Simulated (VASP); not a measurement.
# Nb4N in VASP: a series of runs, part 2 of 2

VASP 6.6.1. Earlier steps stand in the parts before.

### Step 3. Single point, PBE, collinear spin, ferromagnetic start

File INCAR:

```
ALGO = Normal
DIPOL = 0.5 0.5 0.348
EDIFF = 1E-6
ENCUT = 520
GGA = PE
IDIPOL = 3
ISIF = 2
ISMEAR = 0
ISPIN = 2
LASPH = True
LCHARG = False
LDIPOL = True
LMAXMIX = 4
LORBIT = 11
LREAL = False
LWAVE = False
MAGMOM = 0 0 0 0 3
NBANDS = 40
NELM = 150
PREC = Accurate
SIGMA = 0.1
```

File KPOINTS:

```
k-points
0
Gamma
  8 8 1
```

File POSCAR:

```
Nb4N
1.0
    3.3111160015      0.0000000000      0.0000000000
    0.0000000000      3.3111160015      0.0000000000
    0.0000000000      0.0000000000     21.7993006655
Nb N
4 1
Direct
    0.5000000000      0.5000000000      0.1834921249
    0.0000000000      0.0000000000      0.2594375887
    0.5000000000      0.5000000000      0.3336918596
    0.0000000000      0.0000000000      0.4036505941
    0.0000000000      0.0000000000      0.5600776306
```

Potentials or basis: VASP PAW PBE potentials, release 64 (Nb_sv, N).

Run with:

```sh
$ cat potpaw_PBE.64/Nb_sv/POTCAR potpaw_PBE.64/N/POTCAR > POTCAR
$ mpirun -np 1 vasp_std > vasp.out
```

OUTCAR:

```text
EDIFF = 1E-6
   ENCUT = 520
   GGA = PE
   ISIF = 2
   ISMEAR = 0
   ISPIN = 2
   LASPH = True
   LORBIT = 11
   LREAL = False
   NELM = 150
   PREC = Accurate

 ion  position               nearest neighbor table
   1  0.500  0.500  0.183-   2 2.87   2 2.87   2 2.87   2 2.87
   2  0.000  0.000  0.259-   3 2.85   3 2.85   3 2.85   3 2.85   1 2.87   1 2.87   1 2.87   1 2.87

   3  0.500  0.500  0.334-   4 2.79   4 2.79   4 2.79   4 2.79   2 2.85   2 2.85   2 2.85   2 2.85

   4  0.000  0.000  0.404-   3 2.79   3 2.79   3 2.79   3 2.79
   5  0.000  0.000  0.560-

  LATTYP: Found a simple tetragonal cell.
 ALAT       =     3.3111160015
 C/A-ratio  =     6.5836716852

  Lattice vectors:

 A1 = (   3.3111160015,   0.0000000000,   0.0000000000)
 A2 = (   0.0000000000,   3.3111160015,   0.0000000000)
 A3 = (   0.0000000000,   0.0000000000,  21.7993006655)

Analysis of symmetry for initial positions (statically):
=====================================================================
 Subroutine PRICEL returns:
 Original cell was already a primitive cell.

 Routine SETGRP: Setting up the symmetry group for a
 simple tetragonal supercell.

 Subroutine GETGRP returns: Found  8 space group operations
 (whereof  8 operations were pure point group operations)
 out of a pool of 16 trial point group operations.

The static configuration has the point symmetry C_4v.

Analysis of symmetry for dynamics (positions and initial velocities):
=====================================================================
 Subroutine PRICEL returns:
 Original cell was already a primitive cell.

 Routine SETGRP: Setting up the symmetry group for a
 simple tetragonal supercell.

 Subroutine GETGRP returns: Found  8 space group operations
 (whereof  8 operations were pure point group operations)
[... 169 lines left out ...]
 fundamental gap:      0.0063497997
 Fermi energy:         0.6333922985

 spin component 1

 k-point     1 :       0.0000    0.0000    0.0000
  band No.  band energies     occupation
      1     -54.3978      1.00000
      2     -54.3388      1.00000
      3     -53.8857      1.00000
      4     -53.6115      1.00000
      5     -30.5470      1.00000
      6     -30.4698      1.00000
[... 634 lines left out ...]
     39       4.0285      0.00000
     40       4.0552      0.00000
 Fermi energy:         0.6333922985

 spin component 2

 k-point     1 :       0.0000    0.0000    0.0000
  band No.  band energies     occupation
      1     -54.5841      1.00000
      2     -54.5174      1.00000
      3     -53.8723      1.00000
      4     -53.5943      1.00000
      5     -30.7629      1.00000
      6     -30.6976      1.00000
[... 634 lines left out ...]
     39       3.9983      0.00000
     40       4.0556      0.00000

------------------------ aborting loop because EDIFF is reached ----------------------------------------

 vacuum level on the upper side and lower side of the slab       (xc-potential included)         1.053        -1.053

  FORCE on cell =-STRESS in cart. coord.  units (eV):
  Direction    XX          YY          ZZ          XY          YZ          ZX
  --------------------------------------------------------------------------------------
  -------------------------------------------------------------------------------------
  Total       -3.7184945     -3.7184945     -2.9165921      0.0000000      0.0000000      0.0000000
  in kB      -24.9279390    -24.9279390    -19.5521682      0.0000000      0.0000000      0.0000000
  external PRESSURE =     -23.1360154 kB  Pullay stress =       0.0000000 kB

 VOLUME and BASIS-vectors are now :
 -----------------------------------------------------------------------------
  energy-cutoff  :      520.00
  volume of cell :      239.00
      direct lattice vectors                 reciprocal lattice vectors
     3.311116001  0.000000000  0.000000000     0.302012977  0.000000000  0.000000000
     0.000000000  3.311116001  0.000000000     0.000000000  0.302012977  0.000000000
     0.000000000  0.000000000 21.799300665     0.000000000  0.000000000  0.045873031

 POSITION                                       TOTAL-FORCE (eV/Angst)
 -----------------------------------------------------------------------------------
      1.65556      1.65556      4.00000        -0.000000      0.000000      0.702565
      0.00000      0.00000      5.65556        -0.000000      0.000000     -0.738218
      1.65556      1.65556      7.27425        -0.000000     -0.000000      0.031156
      0.00000      0.00000      8.79930        -0.000000      0.000000      0.519380
      0.00000      0.00000     12.20930         0.000000      0.000000     -0.514883
 -----------------------------------------------------------------------------------
    total drift:                                0.000000      0.000000      0.000332

  FREE ENERGIE OF THE ION-ELECTRON SYSTEM (eV)
  ---------------------------------------------------
  free  energy   TOTEN  =       -40.7270353422 eV

  energy  without entropy=      -40.6906168322  energy(sigma->0) =      -40.70882609

 vacuum level on the upper side and lower side of the slab         6.493         4.426

 total charge

# of ion       s       p       d       tot
------------------------------------------
    1        2.211   5.943   2.430  10.584
    2        2.221   6.013   2.453  10.687
    3        2.227   6.010   2.515  10.753
    4        2.219   5.949   2.451  10.619
    5        1.358   1.925   0.000   3.284
--------------------------------------------------
tot         10.236  25.841   9.849  45.926

 magnetization (x)

# of ion       s       p       d       tot
------------------------------------------
    1       -0.004  -0.003  -0.280  -0.288
    2        0.001   0.000   0.031   0.032
    3        0.000   0.000   0.034   0.035
    4       -0.006  -0.004  -0.270  -0.279
    5        0.040   1.794   0.000   1.833
--------------------------------------------------
tot          0.031   1.787  -0.484   1.334
```

OSZICAR:

```text
N       E                     dE             d eps       ncg     rms          rms(c)
DAV:   1     0.596718943981E+03    0.59672E+03   -0.30871E+04  2952   0.128E+03
DAV:   2     0.170523889810E+02   -0.57967E+03   -0.56021E+03  3216   0.500E+02
[... 36 lines left out ...]
DAV:  39    -0.407269810720E+02   -0.74574E-04   -0.53463E-06  2352   0.449E-03    0.128E-03
DAV:  40    -0.407270163626E+02   -0.35291E-04   -0.34846E-06  2352   0.397E-03    0.845E-04
DAV:  41    -0.407270290556E+02   -0.12693E-04   -0.86759E-07  2136   0.300E-03    0.547E-04
DAV:  42    -0.407270341243E+02   -0.50686E-05   -0.45359E-07  1968   0.222E-03    0.272E-04
DAV:  43    -0.407270353574E+02   -0.12331E-05   -0.25893E-07  1896   0.210E-03    0.182E-04
DAV:  44    -0.407270353422E+02    0.15200E-07   -0.10623E-07  1864   0.169E-03
   1 F= -.40727035E+02 E0= -.40708826E+02  d E =-.364185E-01  mag=     2.0339
```

stdout:

```text
POSCAR found type information on POSCAR NbN
 POSCAR found :  2 types and       5 ions
 scaLAPACK will be used
 LDA part: xc-table for (Slater+PW92), standard interpolation
 POSCAR, INCAR and KPOINTS ok, starting setup
 FFT: planning ... GRIDC
 FFT: planning ... GRID_SOFT
 FFT: planning ... GRID
 WAVECAR not read
 entering main loop
```

Wall time 27 min (1 thread of Oxide Virtual Turin-like, shared host); peak memory 0.53 GiB.

Results:

```
Free energy                                           : -40.7270 eV
Largest force                                         : 0.738 eV/Å
Net moment                                            : 2.03 μB per cell
Site moments                                          : Nb -0.29, +0.03, +0.04, -0.28; N +1.83 μB
Valence electrons inside the program's atomic spheres : Nb 10.58, 10.69, 10.75, 10.62; N 3.28
```

Forces on the atoms (eV/Å):
```
Nb   0.000  0.000  0.703
Nb   0.000  0.000 -0.738
Nb   0.000  0.000  0.031
Nb   0.000  0.000  0.519
N    0.000  0.000 -0.515
```
